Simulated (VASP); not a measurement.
# Na4F (Im-3m) in VASP: further runs, part 2 of 2

VASP 6.6.1. Earlier steps stand in the parts before.

## (4) Relaxation of cell and atoms, PBE

This run uses another cell than the first one, of 25.83 Å³/atom, 1.009 times its volume.

Input file INCAR:

```
  PREC = Accurate
  ENCUT = 600
  EDIFF = 1E-6
  ISMEAR = 0
  SIGMA = 0.1
  LREAL = F
  LASPH = T
  NELM = 100
  ALGO = Normal
  ISIF = 3
  LWAVE = F
  LCHARG = F
  GGA = PE
  IBRION = 2
  NSW = 100
  EDIFFG = -0.01
```

Input file KPOINTS:

```
regular mesh
0
Gamma
  8 8 8
```

Input file POSCAR:

```
Na4F
1.0
   -3.1841105250      3.1841105250      3.1841105250
    3.1841105250     -3.1841105250      3.1841105250
    3.1841105250      3.1841105250     -3.1841105250
Na F
4 1
Direct
    0.5000000000      0.5000000000      0.5000000000
    0.0000000000      0.0000000000      0.5000000000
    0.0000000000      0.5000000000      0.0000000000
    0.5000000000      0.0000000000      0.0000000000
    0.0000000000      0.0000000000      0.0000000000
```

Potentials or basis: VASP PAW PBE potentials, release 64 (Na_pv, F).

On the command line:

```sh
> cat potpaw_PBE.64/Na_pv/POTCAR potpaw_PBE.64/F/POTCAR > POTCAR
> mpirun -np 1 vasp_std > vasp.out
```

OUTCAR:

```text
PREC = Accurate
   ENCUT = 600
   EDIFF = 1E-6
   ISMEAR = 0
   LREAL = F
   LASPH = T
   NELM = 100
   ISIF = 3
   GGA = PE
   IBRION = 2
   NSW = 100
   EDIFFG = -0.01

 ion  position               nearest neighbor table
   1  0.500  0.500  0.500-
   2  0.000  0.000  0.500-
   3  0.000  0.500  0.000-
   4  0.500  0.000  0.000-
   5  0.000  0.000  0.000-

  LATTYP: Found a body centered cubic cell.
 ALAT       =     6.3682210500

  Lattice vectors:

 A1 = (  -3.1841105250,   3.1841105250,   3.1841105250)
 A2 = (   3.1841105250,  -3.1841105250,   3.1841105250)
 A3 = (   3.1841105250,   3.1841105250,  -3.1841105250)

Analysis of symmetry for initial positions (statically):
=====================================================================
 Subroutine PRICEL returns:
 Original cell was already a primitive cell.

 Routine SETGRP: Setting up the symmetry group for a
 body centered cubic supercell.

 Subroutine GETGRP returns: Found 48 space group operations
 (whereof 48 operations were pure point group operations)
 out of a pool of 48 trial point group operations.

The static configuration has the point symmetry O_h .

Analysis of symmetry for dynamics (positions and initial velocities):
=====================================================================
 Subroutine PRICEL returns:
 Original cell was already a primitive cell.

 Routine SETGRP: Setting up the symmetry group for a
 body centered cubic supercell.

 Subroutine GETGRP returns: Found 48 space group operations
 (whereof 48 operations were pure point group operations)
 out of a pool of 48 trial point group operations.

The dynamic configuration has the point symmetry O_h .

 Subroutine INISYM returns: Found 48 space group operations
 (whereof 48 operations are pure point group operations),
 and found     1 'primitive' translations

----------------------------------------------------------------------------------------

                                     Primitive cell

  volume of cell :     129.1292

  direct lattice vectors                    reciprocal lattice vectors
    -3.184110525  3.184110525  3.184110525     0.000000000  0.157029725  0.157029725
     3.184110525 -3.184110525  3.184110525     0.157029725  0.000000000  0.157029725
     3.184110525  3.184110525 -3.184110525     0.157029725  0.157029725  0.000000000

  length of vectors
     5.515041206  5.515041206  5.515041206     0.222073567  0.222073567  0.222073567

  position of ions in fractional coordinates (direct lattice)
     0.500000000  0.500000000  0.500000000
     0.000000000  0.000000000  0.500000000
     0.000000000  0.500000000  0.000000000
     0.500000000  0.000000000  0.000000000
     0.000000000  0.000000000  0.000000000

  ion indices of the primitive-cell ions
   primitive index   ion index
                 1           1
                 2           2
                 3           3
                 4           4
                 5           5

----------------------------------------------------------------------------------------

 KPOINTS: regular mesh

Automatic generation of k-mesh.
[... 23 lines left out ...]
  0.000000  0.000000  0.000000      1.000000
  0.125000  0.000000  0.000000     12.000000
  0.250000  0.000000  0.000000     12.000000
  0.375000  0.000000  0.000000     12.000000
  0.500000  0.000000  0.000000      6.000000
  0.125000  0.125000  0.000000     24.000000
[... 16 lines left out ...]
 -0.250000  0.250000  0.250000      6.000000
 -0.375000  0.375000  0.250000     24.000000
 [... further k-points ...]
   k-points           NKPTS =     29   k-points in BZ     NKDIM =     29   number of bands    NBANDS=     21
   number of dos      NEDOS =    301   number of ions     NIONS =      5
   total plane-waves  NPLWV = 110592
   dimension x,y,z NGX =    48 NGY =   48 NGZ =   48
   dimension x,y,z NGXF=    96 NGYF=   96 NGZF=   96
   ions per type =               4   1
   NGX,Y,Z   is equivalent  to a cutoff of  14.47, 14.47, 14.47 a.u.
   NGXF,Y,Z  is equivalent  to a cutoff of  28.94, 28.94, 28.94 a.u.
 SYSTEM =  unknown system
   PREC   = accura    normal or accurate (medium, high low for compatibility)
   ISTART =      0    job   : 0-new  1-cont  2-samecut
   ICHARG =      2    charge: 1-file 2-atom 10-const
   ISPIN  =      1    spin polarized calculation?
   LNONCOLLINEAR =      F non collinear calculations
   LSORBIT =      F    spin-orbit coupling
   LASPH  =      T    aspherical Exc in radial PAW
   ENCUT  =  600.0 eV  44.10 Ry    6.64 a.u.  11.01 11.01 11.01*2*pi/ulx,y,z
   NELM   =    100;   NELMIN=  2; NELMDL= -5     # of ELM steps
   EDIFF  = 0.1E-05   stopping-criterion for ELM
   LREAL  =      F    real-space projection
   EDIFFG = -.1E-01   stopping-criterion for IOM
   NSW    =    100    number of steps for IOM
   IBRION =      2    ionic relax: 0-MD 1-quasi-New 2-CG
   NFREE  =      1    steps in history (QN), initial steepest desc. (CG)
   ISIF   =      3    stress and relaxation
   ISYM   =      2    0-nonsym 1-usesym 2-fastsym
   POTIM  = 0.5000    time-step for ionic-motion
   TEBEG  =    0.0;   TEEND  =   0.0 temperature during run
   PSTRESS=    0.0 pullay stress
   NELECT =      35.0000    total number of electrons
   NUPDOWN=      -1.0000    fix difference up-down
   EMIN   =  10.00;   EMAX   =-10.00  energy-range for DOS
   EFERMI =   0.00;   METHOD = LEGACY
   ISMEAR =     0;   SIGMA  =   0.10  broadening in eV -4-tet -1-fermi 0-gaus
   EFERMI_NEDOS =   21; number of points for ismear=-14 and -15
   IALGO  =     38    algorithm
   IMIX   =      4    mixing-type and parameters
     AMIX     =   0.40;   BMIX     =  1.00
     AMIX_MAG =   1.60;   BMIX_MAG =  1.00
  volume/ion in A,a.u.               =      25.83       174.28
  Fermi-wavevector in a.u.,A,eV,Ry     =   1.059472  2.002111 15.272273  1.122480
  Thomas-Fermi vector in A             =   2.194818
   LORBIT       =      0    0 simple, 1 ext, 2 COOP (PROOUT), +10 PAW based schemes
   GGA     = PE    functional components
   LHFCALC =     F    Hartree Fock is set to
   AEXX    =    0.0000 exact exchange contribution
   IVDW    =     0    specifies the selected vdW correction
   LEPSILON=     F    determine dielectric tensor
   LRPA    =     F    only Hartree local field effects (RPA)
 conjugate gradient relaxation of ions
 non-spin polarized calculation
 Gauss-broadening in eV      SIGMA  =   0.10
  energy-cutoff  :      600.00
  volume of cell :      129.13
 maximum number of plane-waves:      4388
 NGX is ok and might be reduce to    48
   NGX = 21   NGY = 21   NGZ = 21

--------------------------------------- Ionic step        1  -------------------------------------------

 number of electron      34.9999985 magnetization

 Free energy of the ion-electron system (eV)
  ---------------------------------------------------
  ext. energy  EPLUGINS =         0.00000000
  ---------------------------------------------------
  free energy    TOTEN  =       -11.07876376 eV

  energy without entropy =      -11.07177666  energy(sigma->0) =      -11.07527021

------------------------ aborting loop because EDIFF is reached ----------------------------------------

  FORCE on cell =-STRESS in cart. coord.  units (eV):
  Direction    XX          YY          ZZ          XY          YZ          ZX
  --------------------------------------------------------------------------------------
  -------------------------------------------------------------------------------------
  Total       -0.1376868     -0.1376868     -0.1376868     -0.0000000     -0.0000000     -0.0000000
  in kB       -1.7083559     -1.7083559     -1.7083559     -0.0000000     -0.0000000     -0.0000000
  external PRESSURE =      -1.7083559 kB  Pullay stress =       0.0000000 kB
[... 104 lines left out ...]
--------------------------------------- Ionic step        4  -------------------------------------------

 number of electron      34.9999984 magnetization

 Free energy of the ion-electron system (eV)
  ---------------------------------------------------
  ext. energy  EPLUGINS =         0.00000000
  ---------------------------------------------------
  free energy    TOTEN  =       -11.07973703 eV

  energy without entropy =      -11.07286678  energy(sigma->0) =      -11.07630191

 E-fermi :   1.1646     XC(G=0):  -7.2393

 val. band max:        1.1321978884   @ k =   0.3750   0.0000   0.0000
 cond. band min:       1.2086931119   @ k =  -0.3750   0.3750   0.1250
 fundamental gap:      0.0764952235
 Fermi energy:         1.1646424030

 k-point     1 :       0.0000    0.0000    0.0000
  band No.  band energies     occupation
      1     -24.0528      2.00000
      2     -24.0528      2.00000
      3     -24.0528      2.00000
      4     -24.0366      2.00000
      5     -24.0366      2.00000
      6     -24.0366      2.00000
[... 565 lines left out ...]
     20       2.8402      0.00000
     21       3.6366      0.00000

 [... further k-points ...]
[... 5 lines left out ...]
  --------------------------------------------------------------------------------------
  -------------------------------------------------------------------------------------
  Total        0.0249340      0.0249340      0.0249340      0.0000000      0.0000000      0.0000000
  in kB        0.3142455      0.3142455      0.3142455      0.0000000      0.0000000      0.0000000
  external PRESSURE =       0.3142455 kB  Pullay stress =       0.0000000 kB
[... 20 lines left out ...]
  FREE ENERGIE OF THE ION-ELECTRON SYSTEM (eV)
  ---------------------------------------------------
  free  energy   TOTEN  =       -11.0797370348 eV

  energy  without entropy=      -11.0728667842  energy(sigma->0) =      -11.07630191

 reached required accuracy - stopping structural energy minimisation
```

OSZICAR:

```text
N       E                     dE             d eps       ncg     rms          rms(c)
DAV:   1     0.338933801194E+03    0.33893E+03   -0.19315E+04  1218   0.190E+03
DAV:   2     0.296410558487E+02   -0.30929E+03   -0.30145E+03  1273   0.479E+02
DAV:   3    -0.107501269401E+02   -0.40391E+02   -0.39608E+02  1612   0.161E+02
DAV:   4    -0.124645014586E+02   -0.17144E+01   -0.17131E+01  1323   0.251E+01
[... 33 lines left out ...]
DAV:   3    -0.110804688387E+02    0.17572E-02   -0.36625E-03  1263   0.707E-01    0.178E-01
DAV:   4    -0.110797841703E+02    0.68467E-03   -0.76635E-04  1491   0.392E-01    0.332E-02
DAV:   5    -0.110797431669E+02    0.41003E-04   -0.13180E-04  1454   0.128E-01    0.810E-03
DAV:   6    -0.110797370105E+02    0.61565E-05   -0.11373E-05  1251   0.487E-02    0.225E-03
DAV:   7    -0.110797370348E+02   -0.24330E-07   -0.54425E-07   629   0.682E-03
   4 F= -.11079737E+02 E0= -.11076302E+02  d E =-.973271E-03
```

CONTCAR:

```text
Na4F
   1.00000000000000
    -3.1675573119001226    3.1675573119001226    3.1675573119001226
     3.1675573119001226   -3.1675573119001226    3.1675573119001226
     3.1675573119001226    3.1675573119001226   -3.1675573119001226
  Na              F
     4     1
Direct
     0.5000000000000000    0.5000000000000000    0.5000000000000000
     0.0000000000000000    1.0000000000000000    0.5000000000000000
     1.0000000000000000    0.5000000000000000    1.0000000000000000
     0.5000000000000000    0.0000000000000000    1.0000000000000000
     0.0000000000000000    1.0000000000000000    0.0000000000000000

  0.00000000E+00  0.00000000E+00  0.00000000E+00
  0.00000000E+00  0.00000000E+00  0.00000000E+00
  0.00000000E+00  0.00000000E+00  0.00000000E+00
  0.00000000E+00  0.00000000E+00  0.00000000E+00
  0.00000000E+00  0.00000000E+00  0.00000000E+00
```

It took 3.1 min on 1 thread of AMD EPYC 9R45 (Zen 5), shared host; peak memory 0.33 GiB.

Results:

```
Free energy                            : -11.0797 eV
Relaxed volume                         : 25.43 Å³/atom
Relaxed cell                           : a = 5.486 Å, b = 5.486 Å, c = 5.486 Å, α = 109.47°, β = 109.47°, γ = 109.47°
Space group after relaxing (to 0.05 Å) : Im-3m (No. 229)
Energy gained by relaxing              : 0.2 meV/atom
Ionic steps                            : 4
Pressure after relaxing                : 0.0 GPa
```

The path:
```tsv
step	energy change (eV)	largest force (eV/Å)	pressure (GPa)	volume (Å³)
1	0.0000	0.0000	-0.17	129.13
2	-0.0005	0.0000	-0.11	128.62
3	-0.0008	0.0000	-0.07	128.12
4	-0.0010	0.0000	0.03	127.13
```

Final structure:
```
CELL_PARAMETERS angstrom
-3.16756 3.16756 3.16756
3.16756 -3.16756 3.16756
3.16756 3.16756 -3.16756
ATOMIC_POSITIONS crystal
Na 0.50000 0.50000 0.50000
Na 0.00000 0.00000 0.50000
Na 0.00000 0.50000 0.00000
Na 0.50000 0.00000 0.00000
F 0.00000 0.00000 0.00000
```

Caveat: an odd number of electrons without spin polarisation forces a metal; a magnetic or distorted state may lie lower.
